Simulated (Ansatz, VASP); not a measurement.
## One calculation of Al3Ni2, two programs

File INCAR:

```
SYSTEM = Al3Ni2
  PREC = Accurate
  ENCUT = 520
  EDIFF = 1E-6
  ISMEAR = 0
  SIGMA = 0.15
  LREAL = .False.
  LASPH = .True.
  NELM = 100
  ALGO = Fast
  ISIF = 2
  LWAVE = .False.
  LCHARG = .True.
  GGA = PS
  LELF = .True.
  LVHAR = .True.
  NBANDS = 22
```

The input KPOINTS:

```
Automatic mesh
0
Gamma
  18 18 12
  0 0 0
```

POSCAR

```
Al3Ni2
1.0
    4.2259831811      0.0000000000      0.0000000000
   -2.1129915906      3.6598087908      0.0000000000
    0.0000000000      0.0000000000      4.3604807548
Al Ni
3 2
Direct
    0.0000000000      0.0000000000      0.0000000000
    0.3333333333      0.6666666667      0.6477829058
    0.6666666667      0.3333333333      0.3522170942
    0.3333333333      0.6666666667      0.1455709071
    0.6666666667      0.3333333333      0.8544290929
```

Input for Ansatz:

```yaml
crystal:
  lattice:
    - [4.2259831811, 0.0, 0.0]
    - [-2.1129915906, 3.6598087908, 0.0]
    - [0.0, 0.0, 4.3604807548]
  atoms:
    - { symbol: Al, position: [0.0, 0.0, 0.0] }
    - { symbol: Al, position: [0.3333333333, 0.6666666667, 0.6477829058] }
    - { symbol: Al, position: [0.6666666667, 0.3333333333, 0.3522170942] }
    - { symbol: Ni, position: [0.3333333333, 0.6666666667, 0.1455709071] }
    - { symbol: Ni, position: [0.6666666667, 0.3333333333, 0.8544290929] }
basis:
  ecutwfc: 420
kpoints:
  mp_grid: { grid: [18, 18, 12] }
hamiltonian:
  xc: pbesol
scf:
  occupations: { method: gaussian, width: 0.15 }
output:
  forces: true
  stress: true
  eigenvalues: true
```

Alike in both runs: task single point; functional PBEsol; k mesh 18 × 18 × 12; occupations gaussian, width 0.15 eV; no spin polarisation.

|  | VASP | Ansatz |
| --- | --- | --- |
| version | VASP 6.6.1 | Ansatz 0.2.0 |
| potentials or method | VASP PAW PBE potentials, release 64 (Al, Ni), cutoff 520 eV | scalar-relativistic, plane waves, PAW |
| valence electrons in the cell | 29 | 45 |

|  | VASP | Ansatz | Ansatz less VASP |
| --- | --- | --- | --- |
| gap on the k mesh at the Fermi level (eV) | none | none | - |
| pressure (GPa) | 5.5 | 5.4 | -0.14 |
| traceless stress, the component that is largest in VASP (GPa) | 32.85 | 33.01 | +0.157 |
| rms of the force components (eV/Å) | 0.083 | 0.088 | +0.0047 |

VASP's potentials were made for PBE, not for PBEsol. Atom by atom the forces differ by 0.007 eV/Å (rms over components). A gap of «none» marks a metal or a gap that the smearing closes. With one functional, cell and mesh, what is left measures potentials, basis and numerics. VASP's potentials hold 29 valence electrons a cell and Ansatz's 45, so a difference there can come from the potentials and not from the codes.
